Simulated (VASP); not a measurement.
# AgCl in VASP: notebook, part 2 of 2

VASP 6.6.1. Earlier steps stand in the parts before.

## Step 3: Single point, PBEsol

Input file INCAR:

```
PREC = Accurate
ENCUT = 400
EDIFF = 1E-6
ISMEAR = 0
SIGMA = 0.01
LREAL = F
LASPH = T
NELM = 120
ALGO = Normal
ISIF = 2
LWAVE = F
LCHARG = F
GGA = PS
NBANDS = 46
GGA_COMPAT = F
```

Input file KPOINTS:

```
Automatic mesh
0
Gamma
  1 1 2
```

Input file POSCAR:

```
AgCl
1.0
    6.8679460000      0.0000000000      0.0000000000
    0.0000000000      6.8679460000      0.0000000000
    0.0000000000      0.0000000000      3.4339730000
Ag Cl
4 4
Direct
    0.0103830170     -0.0014165807     -0.0028404417
   -0.0080010821      0.5042394043      0.0140152529
    0.5012396719      0.0013972154      0.0077574867
    0.4969308145      0.4991260851     -0.0020795155
    0.2529184126      0.2517200921      0.5043368134
    0.2516752461      0.7391483567      0.4662934158
    0.7531812277      0.2534262791      0.4886672085
    0.7405439705      0.7455240621      0.4894220193
```

Potentials or basis: VASP PAW PBE potentials, release 64 (Ag, Cl).

Launch:

```
> cat potpaw_PBE.64/Ag/POTCAR potpaw_PBE.64/Cl/POTCAR > POTCAR
> mpirun -np 1 vasp_std > vasp.out
```

Run time: 7.8 s. Hardware: 1 thread of Intel Xeon 6975P-C (Granite Rapids), shared host; peak memory 0.22 GiB.

It converged, with:

```yaml
Free_energy: -19.0564 eV
Pressure: 2.6 GPa
Largest_force: 0.873 eV/Å
Band_gap_on_the_k_mesh: 0.17 eV
```

Forces on the atoms (eV/Å):
```
Ag   0.072  0.031  0.028
Ag  -0.047  0.028  0.125
Ag   0.000  0.043  0.096
Ag   0.029 -0.003  0.008
Cl   0.164 -0.415  0.538
Cl  -0.420  0.075 -0.762
Cl   0.318 -0.067 -0.022
Cl  -0.116  0.307 -0.011
```

Stress tensor (GPa, compression positive):
```
 2.60  0.00 -0.25
 0.00  2.51  0.01
-0.25  0.01  2.72
```

Levels at points of the mesh, in eV from the valence-band top:
| k point | band 33 | band 34 | band 35 | band 36 | band 37 | band 38 | band 39 | band 40 |
| --- | --- | --- | --- | --- | --- | --- | --- | --- |
| (0.00, 0.00, 0.00) | -0.05 | -0.02 | -0.01 | 0.00 | 0.17 | 2.31 | 4.48 | 4.49 |
| (0.00, 0.00, 0.50) | -0.35 | -0.34 | -0.02 | -0.02 | 2.32 | 2.33 | 4.33 | 4.34 |

Caveat: the k points lie up to 0.91 Å⁻¹ apart, too coarse for converged energies, forces and pressures; semilocal functionals underestimate gaps, and a narrow one can read as zero; the PAW data sets were made with another functional, which shifts forces and pressure a little.

## Step 4: Molecular dynamics, PBEsol

Input file INCAR:

```
ALGO = Normal
EDIFF = 1E-5
ENCUT = 350
GGA = PS
GGA_COMPAT = F
IBRION = 0
ISIF = 2
ISMEAR = 0
ISYM = 0
LASPH = T
LCHARG = F
LREAL = F
LWAVE = F
MAXMIX = 40
MDALGO = 2
NBANDS = 46
NELM = 120
NELMIN = 4
NSW = 10
POTIM = 3.0
PREC = Normal
RANDOM_SEED = 573 0 0
SIGMA = 0.01
SMASS = 0
TEBEG = 300.0
TEEND = 300.0
```

Input file KPOINTS:

```
k-points
0
Gamma
  1 1 2
```

Input file POSCAR:

```
AgCl
1.0
    6.8679460000      0.0000000000      0.0000000000
    0.0000000000      6.8679460000      0.0000000000
    0.0000000000      0.0000000000      3.4339730000
Ag Cl
4 4
Direct
    0.0000000000      0.0000000000      0.0000000000
    0.0000000000      0.5000000000      0.0000000000
    0.5000000000      0.0000000000      0.0000000000
    0.5000000000      0.5000000000      0.0000000000
    0.2500000000      0.2500000000      0.5000000000
    0.2500000000      0.7500000000      0.5000000000
    0.7500000000      0.2500000000      0.5000000000
    0.7500000000      0.7500000000      0.5000000000
```

Potentials or basis: VASP PAW PBE potentials, release 64 (Ag, Cl).

Launch:

```
> cat potpaw_PBE.64/Ag/POTCAR potpaw_PBE.64/Cl/POTCAR > POTCAR
> mpirun -np 1 vasp_std > vasp.out
```

OUTCAR:

```text
EDIFF = 1E-5
   ENCUT = 350
   GGA = PS
   IBRION = 0
   ISIF = 2
   ISMEAR = 0
   ISYM = 0
   LASPH = T
   LREAL = F
   NELM = 120
   NELMIN = 4
   NSW = 10
   POTIM = 3.0
   PREC = Normal
   TEBEG = 300.0

 ion  position               nearest neighbor table
   1  0.000  0.000  0.000-   5 2.97   6 2.97   7 2.97   8 2.97   5 2.97   6 2.97   7 2.97   8 2.97
                             2 3.43   3 3.43   2 3.43   3 3.43
   2  0.000  0.500  0.000-   5 2.97   6 2.97   7 2.97   8 2.97   5 2.97   6 2.97   7 2.97   8 2.97
                             1 3.43   4 3.43   1 3.43   4 3.43
   3  0.500  0.000  0.000-   5 2.97   6 2.97   7 2.97   8 2.97   5 2.97   6 2.97   7 2.97   8 2.97
                             1 3.43   4 3.43   4 3.43   1 3.43
   4  0.500  0.500  0.000-   5 2.97   6 2.97   7 2.97   8 2.97   5 2.97   6 2.97   7 2.97   8 2.97
                             2 3.43   3 3.43   3 3.43   2 3.43
   5  0.250  0.250  0.500-   1 2.97   2 2.97   3 2.97   4 2.97   1 2.97   2 2.97   3 2.97   4 2.97

   6  0.250  0.750  0.500-   1 2.97   2 2.97   3 2.97   4 2.97   1 2.97   2 2.97   3 2.97   4 2.97
[... 405 lines left out ...]
  ---------------------------------------------------
  ext. energy  EPLUGINS =         0.00000000
  ---------------------------------------------------
  free energy    TOTEN  =       -19.03587507 eV

  energy without entropy =      -19.03587507  energy(sigma->0) =      -19.03587507

 E-fermi :   4.1625     XC(G=0): -10.5425

 val. band max:        4.1143417237   @ k =   0.0000   0.0000   0.0000
 cond. band min:       4.2758051872   @ k =   0.0000   0.0000   0.0000
 fundamental gap:      0.1614634635
 Fermi energy:         4.1624673911

 k-point     1 :       0.0000    0.0000    0.0000
  band No.  band energies     occupation
      1     -10.3617      2.00000
      2      -9.8604      2.00000
      3      -9.8291      2.00000
      4      -9.5055      2.00000
      5      -1.1445      2.00000
      6      -1.1317      2.00000
[... 38 lines left out ...]
     45      13.1877      0.00000
     46      13.2357      0.00000

 k-point     2 :       0.0000    0.0000    0.5000
  band No.  band energies     occupation
      1      -9.8574      2.00000
      2      -9.5425      2.00000
      3      -9.5112      2.00000
      4      -9.1136      2.00000
      5      -1.1392      2.00000
      6      -0.4514      2.00000
[... 79 lines left out ...]
  ENERGY OF THE ELECTRON-ION-THERMOSTAT SYSTEM (eV)
  ---------------------------------------------------
% ion-electron   TOTEN  =       -19.035875  see above
  kinetic energy EKIN   =         0.306872
  kin. lattice  EKIN_LAT=         0.000000  (temperature  339.15 K)
  nose potential ES     =         0.002098
  nose kinetic   EPS    =         0.000165
  ---------------------------------------------------
  total energy   ETOTAL =       -18.726740 eV
```

Run time: 25 s. Hardware: 1 thread of Intel Xeon 6975P-C (Granite Rapids), shared host; peak memory 0.16 GiB.

The path:
| step | potential energy change (eV) | largest force (eV/Å) | pressure (GPa) | volume (Å³) | temperature (K) |
| --- | --- | --- | --- | --- | --- |
| 1 | 0.0000 | 0.0006 | 2.33 | 161.98 | 300 |
| 2 | 0.0000 | 0.0984 | 2.33 | 161.98 | 300 |
| 3 | 0.0001 | 0.1956 | 2.33 | 161.98 | 300 |
| 4 | -0.0001 | 0.2933 | 2.36 | 161.98 | 300 |
| 5 | -0.0010 | 0.3944 | 2.41 | 161.98 | 301 |
| 6 | -0.0029 | 0.4936 | 2.45 | 161.98 | 303 |
| 7 | -0.0067 | 0.5939 | 2.47 | 161.98 | 307 |
| 8 | -0.0131 | 0.6934 | 2.49 | 161.98 | 314 |
| 9 | -0.0230 | 0.7906 | 2.52 | 161.98 | 324 |
| 10 | -0.0375 | 0.8851 | 2.60 | 161.98 | 339 |

Caveat: the k points lie up to 0.91 Å⁻¹ apart, too coarse for converged energies, forces and pressures; the PAW data sets were made with another functional, which shifts forces and pressure a little.

## Step 5: Overview

| task | cell | cutoff (eV) | gap on the mesh (eV) | pressure (GPa) | largest force (eV/Å) |
| --- | --- | --- | --- | --- | --- |
| single point | as given, atomic positions A | 400 | 0.15 | 2.6 | 0.37 |
| single point | as given, atomic positions B | 400 | 0.17 | 2.6 | 0.87 |
| molecular dynamics | as given, atomic positions C | 350 | - | - | - |

Alike in all rows: level PBEsol; potentials or basis VASP PAW PBE potentials, release 64 (Ag, Cl); no spin polarisation; k mesh 1 × 1 × 2; smearing gaussian 0.01 eV.

Caveats: all runs use coarse meshes; the PAW data sets were made with another functional, which shifts forces and pressure a little; semilocal functionals underestimate gaps, and a narrow one can read as zero (at least some runs).

Total energies depend on the potentials used, so only differences within one code and one set of settings carry meaning.
